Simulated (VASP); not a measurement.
# Ir2Ru3 (P6_3/mmc) in VASP: notebook

Ir2Ru3 is run at these levels: PBE; tasks: single point.

Program: VASP 6.6.1. These are calculated values, not measurements. Logs are shortened: lines on timing, memory, paths and dates and some standing lists are left out, and cuts for length are marked.

### 1 The cell of the first run

Symmetry: P6_3/mmc, No. 194, hexagonal system. Conventional cell: a = 2.736 Å, b = 2.736 Å, c = 21.692 Å, α = 90.00°, β = 90.00°, γ = 120.00°. Ru (site symmetry 3m) has 9 Ru at 2.62 to 2.74 Å and 3 Ir at 2.71 Å within 3.5 Å. Ru (site symmetry -6m2) has 6 Ir at 2.69 Å and 6 Ru at 2.74 Å within 3.5 Å. Within 3.5 Å of Ir (site symmetry 3m) lie 6 Ru at 2.69 to 2.71 Å and 6 Ir at 2.74 Å.

### 2 Single point, PBE

The input, INCAR:

```
SYSTEM = Ir2Ru3
PREC     = Accurate       ! precision mode
ENCUT    = 520            ! plane-wave cutoff, eV
EDIFF    = 1E-6           ! SCF threshold, eV
ISMEAR   = 0              ! smearing method
SIGMA    = 0.1            ! smearing width, eV
LREAL    = .FALSE.        ! projectors in reciprocal space
LASPH    = .TRUE.         ! aspherical terms in the spheres
NELM     = 80             ! most SCF steps
ALGO     = Normal         ! electronic algorithm
ISIF     = 2              ! what is computed and relaxed
LWAVE    = .FALSE.        ! write WAVECAR
LCHARG   = .TRUE.         ! write CHGCAR
GGA      = PE             ! functional
LELF     = .TRUE.         ! ELF
LVHAR    = .TRUE.       
NBANDS   = 71             ! bands
```

The input, KPOINTS:

```
Automatic mesh
0
G
  6 6 1
  0 0 0
```

The input, POSCAR:

```
Ir2Ru3
1.0
    2.7355787000      0.0000000000      0.0000000000
   -1.3677894000      2.3690807000      0.0000000000
    0.0000000000      0.0000000000     21.6918196000
Ru Ir
6 4
Direct
    0.3333333000      0.6666667000      0.0482920000
    0.3333333000      0.6666667000      0.2500000000
    0.3333333000      0.6666667000      0.4517080000
    0.6666667000      0.3333333000      0.5482920000
    0.6666667000      0.3333333000      0.7500000000
    0.6666667000      0.3333333000      0.9517080000
    0.3333333000      0.6666667000      0.6495710000
    0.3333333000      0.6666667000      0.8504290000
    0.6666667000      0.3333333000      0.1495710000
    0.6666667000      0.3333333000      0.3504290000
```

Potentials or basis: VASP PAW PBE potentials, release 64 (Ru_pv, Ir).

On the command line:

```sh
cat potpaw_PBE.64/Ru_pv/POTCAR potpaw_PBE.64/Ir/POTCAR > POTCAR
mpirun -np 1 vasp_std > vasp.out
```

OUTCAR:

```text
SYSTEM = Ir2Ru3
   PREC = Accurate
   ENCUT = 520
   EDIFF = 1E-6
   ISMEAR = 0
   LREAL = .FALSE.
   LASPH = .TRUE.
   NELM = 80
   ISIF = 2
   GGA = PE

 ion  position               nearest neighbor table
   1  0.333  0.667  0.048-   6 2.62   6 2.62   6 2.62   9 2.71   9 2.71   9 2.71
   2  0.333  0.667  0.250-   9 2.69  10 2.69   9 2.69  10 2.69   9 2.69  10 2.69
   3  0.333  0.667  0.452-   4 2.62   4 2.62   4 2.62  10 2.71  10 2.71  10 2.71
   4  0.667  0.333  0.548-   3 2.62   3 2.62   3 2.62   7 2.71   7 2.71   7 2.71
   5  0.667  0.333  0.750-   7 2.69   8 2.69   7 2.69   8 2.69   7 2.69   8 2.69
   6  0.667  0.333  0.952-   1 2.62   1 2.62   1 2.62   8 2.71   8 2.71   8 2.71
   7  0.333  0.667  0.650-   5 2.69   5 2.69   5 2.69   4 2.71   4 2.71   4 2.71
   8  0.333  0.667  0.850-   5 2.69   5 2.69   5 2.69   6 2.71   6 2.71   6 2.71
   9  0.667  0.333  0.150-   2 2.69   2 2.69   2 2.69   1 2.71   1 2.71   1 2.71
  10  0.667  0.333  0.350-   2 2.69   2 2.69   2 2.69   3 2.71   3 2.71   3 2.71

  LATTYP: Found a hexagonal cell.
 ALAT       =     2.7355787000
 C/A-ratio  =     7.9295176556

  Lattice vectors:

 A1 = (   2.7355787000,   0.0000000000,   0.0000000000)
 A2 = (  -1.3677894000,   2.3690807000,   0.0000000000)
 A3 = (   0.0000000000,   0.0000000000,  21.6918196000)

Analysis of symmetry for initial positions (statically):
=====================================================================
 Subroutine PRICEL returns:
 Original cell was already a primitive cell.

 Routine SETGRP: Setting up the symmetry group for a
 hexagonal supercell.

 Subroutine GETGRP returns: Found 24 space group operations
 (whereof 12 operations were pure point group operations)
 out of a pool of 24 trial point group operations.

The static configuration has the point symmetry D_3d.
 The point group associated with its full space group is D_6h.

Analysis of symmetry for dynamics (positions and initial velocities):
=====================================================================
 Subroutine PRICEL returns:
 Original cell was already a primitive cell.

 Routine SETGRP: Setting up the symmetry group for a
 hexagonal supercell.

 Subroutine GETGRP returns: Found 24 space group operations
 (whereof 12 operations were pure point group operations)
 out of a pool of 24 trial point group operations.

The dynamic configuration has the point symmetry D_3d.
 The point group associated with its full space group is D_6h.

 Subroutine INISYM returns: Found 24 space group operations
[... 103 lines left out ...]
   POTIM  = 0.5000    time-step for ionic-motion
   TEBEG  =    0.0;   TEEND  =   0.0 temperature during run
   PSTRESS=    0.0 pullay stress
   NELECT =     120.0000    total number of electrons
   NUPDOWN=      -1.0000    fix difference up-down
   EMIN   =  10.00;   EMAX   =-10.00  energy-range for DOS
   EFERMI =   0.00;   METHOD = LEGACY
   ISMEAR =     0;   SIGMA  =   0.10  broadening in eV -4-tet -1-fermi 0-gaus
   EFERMI_NEDOS =   21; number of points for ismear=-14 and -15
   IALGO  =     38    algorithm
   IMIX   =      4    mixing-type and parameters
     AMIX     =   0.40;   BMIX     =  1.00
     AMIX_MAG =   1.60;   BMIX_MAG =  1.00
  volume/ion in A,a.u.               =      14.06        94.87
  Fermi-wavevector in a.u.,A,eV,Ry     =   1.552960  2.934669 32.812957  2.411684
  Thomas-Fermi vector in A             =   2.657260
   LORBIT       =      0    0 simple, 1 ext, 2 COOP (PROOUT), +10 PAW based schemes
   GGA     = PE    functional components
   LHFCALC =     F    Hartree Fock is set to
   AEXX    =    0.0000 exact exchange contribution
   IVDW    =     0    specifies the selected vdW correction
   LEPSILON=     F    determine dielectric tensor
   LRPA    =     F    only Hartree local field effects (RPA)
 non-spin polarized calculation
 Gauss-broadening in eV      SIGMA  =   0.10
  energy-cutoff  :      520.00
  volume of cell :      140.58
 maximum number of plane-waves:      3819
   NGX = 11   NGY = 11   NGZ = 81

 number of electron     120.0000010 magnetization

 Free energy of the ion-electron system (eV)
  ---------------------------------------------------
  ext. energy  EPLUGINS =         0.00000000
  ---------------------------------------------------
  free energy    TOTEN  =       -90.72716783 eV

  energy without entropy =      -90.64685836  energy(sigma->0) =      -90.68701310

 E-fermi :  11.6168     XC(G=0): -13.9536

 val. band max:       11.6077426432   @ k =   0.1667   0.0000   0.0000
 cond. band min:      11.7104595549   @ k =   0.3333   0.1667   0.0000
 fundamental gap:      0.1027169117
 Fermi energy:        11.6168096725

 k-point     1 :       0.0000    0.0000    0.0000
  band No.  band energies     occupation
      1     -31.9851      2.00000
      2     -31.9849      2.00000
      3     -31.6880      2.00000
      4     -31.6877      2.00000
      5     -31.3777      2.00000
      6     -31.3776      2.00000
[... 507 lines left out ...]
     70      16.7223      0.00000
     71      17.6822      0.00000

------------------------ aborting loop because EDIFF is reached ----------------------------------------

  FORCE on cell =-STRESS in cart. coord.  units (eV):
  Direction    XX          YY          ZZ          XY          YZ          ZX
  --------------------------------------------------------------------------------------
  -------------------------------------------------------------------------------------
  Total        3.8555516      3.8555518     -4.4170341     -0.0000001      0.0000000     -0.0000000
  in kB       43.9412141     43.9412160    -50.3403561     -0.0000009      0.0000000     -0.0000000
  external PRESSURE =      12.5140247 kB  Pullay stress =       0.0000000 kB

 VOLUME and BASIS-vectors are now :
 -----------------------------------------------------------------------------
  energy-cutoff  :      520.00
  volume of cell :      140.58
      direct lattice vectors                 reciprocal lattice vectors
     2.735578700  0.000000000  0.000000000     0.365553365  0.211052337  0.000000000
    -1.367789400  2.369080700  0.000000000     0.000000000  0.422104659  0.000000000
     0.000000000  0.000000000 21.691819600     0.000000000  0.000000000  0.046100328

 POSITION                                       TOTAL-FORCE (eV/Angst)
 -----------------------------------------------------------------------------------
     -0.00000      1.57939      1.04754        -0.000000     -0.000000     -0.196902
     -0.00000      1.57939      5.42295        -0.000000      0.000000     -0.000000
     -0.00000      1.57939      9.79837        -0.000000     -0.000000      0.196902
      1.36779      0.78969     11.89345         0.000000      0.000000     -0.196902
      1.36779      0.78969     16.26886         0.000000     -0.000000     -0.000000
      1.36779      0.78969     20.64428         0.000000     -0.000000      0.196902
     -0.00000      1.57939     14.09038        -0.000000     -0.000000      0.102221
     -0.00000      1.57939     18.44735        -0.000000      0.000000     -0.102221
      1.36779      0.78969      3.24447        -0.000000     -0.000000      0.102221
      1.36779      0.78969      7.60144        -0.000000      0.000000     -0.102221
 -----------------------------------------------------------------------------------
    total drift:                               -0.000149      0.000082     -0.000016

  FREE ENERGIE OF THE ION-ELECTRON SYSTEM (eV)
  ---------------------------------------------------
  free  energy   TOTEN  =       -90.7271678281 eV

  energy  without entropy=      -90.6468583622  energy(sigma->0) =      -90.68701310
```

OSZICAR:

```text
N       E                     dE             d eps       ncg     rms          rms(c)
DAV:   1     0.160195269275E+04    0.16020E+04   -0.66292E+04  1018   0.182E+03
DAV:   2     0.850225503675E+00   -0.16011E+04   -0.15586E+04  1022   0.591E+02
DAV:   3    -0.907884445382E+02   -0.91639E+02   -0.84083E+02  1257   0.140E+02
DAV:   4    -0.970489905217E+02   -0.62605E+01   -0.58774E+01  1324   0.313E+01
[... 11 lines left out ...]
DAV:  16    -0.907282403577E+02    0.18640E-02   -0.26621E-03  1596   0.227E-01    0.243E-01
DAV:  17    -0.907272679136E+02    0.97244E-03   -0.17059E-03  1477   0.199E-01    0.742E-02
DAV:  18    -0.907271696766E+02    0.98237E-04   -0.37375E-04  1500   0.830E-02    0.159E-02
DAV:  19    -0.907271679168E+02    0.17598E-05   -0.21109E-05  1212   0.216E-02    0.780E-03
DAV:  20    -0.907271678281E+02    0.88748E-07   -0.20046E-06   741   0.898E-03
   1 F= -.90727168E+02 E0= -.90687013E+02  d E =-.803095E-01
```

stdout:

```text
POSCAR found type information on POSCAR RuIr
 POSCAR found :  2 types and      10 ions
 scaLAPACK will be used
 LDA part: xc-table for (Slater+PW92), standard interpolation
 POSCAR, INCAR and KPOINTS ok, starting setup
 FFT: planning ... GRIDC
 FFT: planning ... GRID_SOFT
 FFT: planning ... GRID
 WAVECAR not read
 entering main loop
```

It took 3.4 min on 1 thread of Intel Xeon Platinum 8259CL at 2.50GHz (Skylake/Cascade Lake), shared host; peak memory 0.26 GiB.

What came out:

- Free energy: -90.7272 eV
- Pressure: 1.3 GPa
- Largest force: 0.197 eV/Å
- Band gap on the k mesh: zero (band 60 reaches 12.78 eV, above the bottom of band 61 at 10.21 eV)

Forces in eV/Å, atoms in the order of the input:
```
Ru   0.000  0.000 -0.197
Ru   0.000  0.000  0.000
Ru   0.000  0.000  0.197
Ru   0.000  0.000 -0.197
Ru   0.000  0.000  0.000
Ru   0.000  0.000  0.197
Ir   0.000  0.000  0.102
Ir   0.000  0.000 -0.102
Ir   0.000  0.000  0.102
Ir   0.000  0.000 -0.102
```

Stress tensor (GPa, compression positive):
```
 4.39  0.00  0.00
 0.00  4.39  0.00
 0.00  0.00 -5.03
```

Levels at points of the mesh, in eV from the Fermi level:
| k point | band 59 | band 60 | band 61 | band 62 | band 63 | band 64 |
| --- | --- | --- | --- | --- | --- | --- |
| (0.00, 0.00, 0.00) | -1.36 | -1.28 | -1.28 | -1.02 | -0.70 | -0.42 |
| (0.50, 0.00, 0.00) | 1.15 | 1.16 | 1.17 | 1.27 | 1.30 | 1.38 |

Caveat: the k points lie up to 0.44 Å⁻¹ apart; spin-orbit coupling is left out, which moves the levels of the heavy elements.

### 3 Single point, PBE, collinear spin, ferromagnetic start

The input, INCAR:

```
SYSTEM = Ir2Ru3
PREC     = Accurate       ! precision mode
ENCUT    = 520            ! plane-wave cutoff, eV
EDIFF    = 1E-7           ! SCF threshold, eV
ISMEAR   = 0              ! smearing method
SIGMA    = 0.1            ! smearing width, eV
LREAL    = .False.        ! projectors in reciprocal space
LASPH    = .True.         ! aspherical terms in the spheres
NELM     = 150            ! most SCF steps
ALGO     = Normal         ! electronic algorithm
ISIF     = 2              ! what is computed and relaxed
LWAVE    = .False.        ! write WAVECAR
LCHARG   = .False.        ! write CHGCAR
ISPIN    = 2              ! spin polarisation
MAGMOM   = 1 1 1 1 1 1 1 1 1 1 ! initial moments
LORBIT   = 11             ! projections on sites
LMAXMIX  = 4              ! l up to which the mixer works
GGA      = PE             ! functional
NBANDS   = 75             ! bands
```

The input, KPOINTS:

```
regular mesh
0
Gamma
  6 6 1
  0 0 0
```

POSCAR is that of step 2.

Potentials or basis: VASP PAW PBE potentials, release 64 (Ru_pv, Ir).

On the command line:

```sh
cat potpaw_PBE.64/Ru_pv/POTCAR potpaw_PBE.64/Ir/POTCAR > POTCAR
mpirun -np 1 vasp_std > vasp.out
```

OUTCAR:

```text
SYSTEM = Ir2Ru3
   PREC = Accurate
   ENCUT = 520
   EDIFF = 1E-7
   ISMEAR = 0
   LREAL = .False.
   LASPH = .True.
   NELM = 150
   ISIF = 2
   ISPIN = 2
   LORBIT = 11
   GGA = PE

 ion  position               nearest neighbor table
   1  0.333  0.667  0.048-   6 2.62   6 2.62   6 2.62   9 2.71   9 2.71   9 2.71
   2  0.333  0.667  0.250-   9 2.69  10 2.69   9 2.69  10 2.69   9 2.69  10 2.69
   3  0.333  0.667  0.452-   4 2.62   4 2.62   4 2.62  10 2.71  10 2.71  10 2.71
   4  0.667  0.333  0.548-   3 2.62   3 2.62   3 2.62   7 2.71   7 2.71   7 2.71
   5  0.667  0.333  0.750-   7 2.69   8 2.69   7 2.69   8 2.69   7 2.69   8 2.69
   6  0.667  0.333  0.952-   1 2.62   1 2.62   1 2.62   8 2.71   8 2.71   8 2.71
   7  0.333  0.667  0.650-   5 2.69   5 2.69   5 2.69   4 2.71   4 2.71   4 2.71
   8  0.333  0.667  0.850-   5 2.69   5 2.69   5 2.69   6 2.71   6 2.71   6 2.71
   9  0.667  0.333  0.150-   2 2.69   2 2.69   2 2.69   1 2.71   1 2.71   1 2.71
  10  0.667  0.333  0.350-   2 2.69   2 2.69   2 2.69   3 2.71   3 2.71   3 2.71

  LATTYP: Found a hexagonal cell.
 ALAT       =     2.7355787000
[... 1294 lines left out ...]
    total drift:                               -0.000149      0.000082     -0.000016

  FREE ENERGIE OF THE ION-ELECTRON SYSTEM (eV)
  ---------------------------------------------------
  free  energy   TOTEN  =       -90.7271679497 eV

  energy  without entropy=      -90.6468563088  energy(sigma->0) =      -90.68701213

 total charge

# of ion       s       p       d       tot
------------------------------------------
    1        0.389   6.304   5.935  12.628
    2        0.376   6.299   5.928  12.603
    3        0.389   6.304   5.935  12.628
    4        0.389   6.304   5.935  12.628
    5        0.376   6.299   5.928  12.603
    6        0.389   6.304   5.935  12.628
    7        0.693   0.723   6.951   8.366
    8        0.693   0.723   6.951   8.366
    9        0.693   0.723   6.951   8.366
   10        0.693   0.723   6.951   8.366
--------------------------------------------------
tot          5.079  40.703  63.400 109.182

 magnetization (x)

# of ion       s       p       d       tot
------------------------------------------
    1       -0.000   0.000  -0.000  -0.000
    2        0.000  -0.000  -0.000  -0.000
    3       -0.000   0.000  -0.000  -0.000
    4       -0.000   0.000  -0.000  -0.000
    5        0.000  -0.000  -0.000  -0.000
    6       -0.000   0.000  -0.000  -0.000
    7        0.000   0.000  -0.000  -0.000
    8        0.000   0.000  -0.000  -0.000
    9        0.000   0.000  -0.000  -0.000
   10        0.000   0.000  -0.000  -0.000
--------------------------------------------------
tot         -0.000   0.000  -0.000  -0.000
```

stdout:

```text
POSCAR found type information on POSCAR RuIr
 POSCAR found :  2 types and      10 ions
 scaLAPACK will be used
 LDA part: xc-table for (Slater+PW92), standard interpolation
 POSCAR, INCAR and KPOINTS ok, starting setup
 FFT: planning ... GRIDC
 FFT: planning ... GRID_SOFT
 FFT: planning ... GRID
 WAVECAR not read
 entering main loop
```

Wall time 9.1 min (1 thread of Intel Xeon Platinum 8259CL at 2.50GHz (Skylake/Cascade Lake), shared host); peak memory 0.35 GiB.

Results:

```yaml
Free_energy: -90.7272 eV
Pressure: 1.2 GPa
Largest_force: 0.198 eV/Å
Band_gap_on_the_k_mesh: zero (filled and empty bands overlap)
Net_moment: 0.00 μB per cell
Valence_electrons_inside_the_program's_atomic_spheres: Ru 12.63, 12.60; Ir 8.37
```

Forces on the atoms (eV/Å):
```
Ru   0.000  0.000 -0.198
Ru   0.000  0.000  0.000
Ru   0.000  0.000  0.198
Ru   0.000  0.000 -0.198
Ru   0.000  0.000  0.000
Ru   0.000  0.000  0.198
Ir   0.000  0.000  0.102
Ir   0.000  0.000 -0.102
Ir   0.000  0.000  0.102
Ir   0.000  0.000 -0.102
```

Stress tensor (GPa, compression positive):
```
 4.39  0.00  0.00
 0.00  4.39  0.00
 0.00  0.00 -5.04
```

Caveat: the k points lie up to 0.44 Å⁻¹ apart; spin-orbit coupling is left out, which moves the levels of the heavy elements.
